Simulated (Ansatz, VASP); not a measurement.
**Zr3Ag in VASP and in Ansatz**

```
CELL_PARAMETERS angstrom
4.58117 0.00000 0.00000
0.00000 4.58117 0.00000
0.00000 0.00000 3.99924
ATOMIC_POSITIONS crystal
Zr 0.50000 0.50000 0.00000
Zr 0.00000 0.50000 0.50000
Zr 0.50000 0.00000 0.50000
Ag 0.00000 0.00000 0.00000
```

Change from the starting cell: volume scaled by 1.01.

Alike in both runs: task single point; functional LDA; k mesh 7 × 7 × 8; occupations fermi-dirac, width 0.05 eV; no spin polarisation.

```csv
,VASP,Ansatz
version,VASP 6.6.1,Ansatz 0.2.0
potentials or method,"VASP PAW LDA potentials, release 64 (Zr_sv, Ag), cutoff 520 eV","all-electron LAPW, scalar-relativistic"
```

```tsv
	VASP	Ansatz	Ansatz less VASP
pressure (GPa)	-5.8	-5.9	-0.12
traceless stress, the component that is largest in VASP (GPa)	1.66	1.68	+0.022
```

LDA's correlation is that of Perdew and Zunger in VASP and of Perdew and Wang (1992) in Ansatz. Ansatz ran all-electron here, and VASP with PAW potentials.
